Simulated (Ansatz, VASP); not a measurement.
Given: the input of a run of VASP 6.6.1 on GaGe3.

INCAR

```
  ALGO = Normal
  EDIFF = 1E-6
  ENCUT = 520
  GGA = PS
  ISIF = 2
  ISMEAR = -1
  LASPH = True
  LCHARG = False
  LREAL = False
  LWAVE = False
  NBANDS = 36
  NELM = 100
  PREC = Accurate
  SIGMA = 0.05
```

KPOINTS

```
k-points
0
Gamma
  6 6 6
```

File POSCAR:

```
GaGe3
1.0
    4.2784660000      0.0000000000      0.0000000000
    0.0000000000      4.2784660000      0.0000000000
    0.0000000000      0.0000000000      4.2784660000
Ge Ga
3 1
Direct
    0.5006010000      0.4993680000     -0.0079840000
    0.5150890000     -0.0068830000      0.4946610000
    0.0124480000      0.4926530000      0.4999670000
    0.0036790000      0.0065190000      0.0059030000
```

Potentials or basis: VASP PAW PBE potentials, release 64 (Ge_d, Ga_d).

Run with:

```console
$ cat potpaw_PBE.64/Ge_d/POTCAR potpaw_PBE.64/Ga_d/POTCAR > POTCAR
$ mpirun -np 1 vasp_std > vasp.out
```

**Question.** Translate it to Ansatz 0.2.0. Potentials there: all-electron LAPW, scalar-relativistic.

**Answer.** As run (the cutoff follows the program's own potentials):

The input input.yaml:

```yaml
crystal:
  lattice:
    - [4.278466, 0.0, 0.0]
    - [0.0, 4.278466, 0.0]
    - [0.0, 0.0, 4.278466]
  atoms:
    - { symbol: Ge, position: [0.500601, 0.499368, -0.007984] }
    - { symbol: Ge, position: [0.515089, -0.006883, 0.494661] }
    - { symbol: Ge, position: [0.012448, 0.492653, 0.499967] }
    - { symbol: Ga, position: [0.003679, 0.006519, 0.005903] }
kpoints:
  mp_grid: { grid: [6, 6, 6] }
scf:
  occupations: { method: fermi_dirac, width: 0.05 }
hamiltonian:
  xc: pbesol
  pseudopotentials: { kind: all_electron, lapw: { basis_error: 0.001 } }
output:
  forces: true
  stress: true
  eigenvalues: true
  populations: true
```

Potentials or basis: all-electron LAPW, scalar-relativistic.

The run is started by

```sh
$ ansatz run input.yaml --threads 2 --pin off --max-ram 8192MiB --backend cpu --events-out ev --progress --plain --runs-dir out
```

Both were run:

|  | VASP | Ansatz | Ansatz less VASP |
| --- | --- | --- | --- |
| gap on the k mesh at the Fermi level (eV) | none | none | - |
| pressure (GPa) | -3.4 | -3.4 | +0.05 |
| traceless stress, the component that is largest in VASP (GPa) | -0.05 | -0.05 | +0.001 |
| rms of the force components (eV/Å) | 0.046 | 0.046 | 0.0000 |

VASP's potentials were made for PBE, not for PBEsol. Atom by atom the forces differ by 0.000 eV/Å (rms over components). A gap of «none» marks a metal or a gap that the smearing closes. Ansatz ran all-electron here, and VASP with PAW potentials.
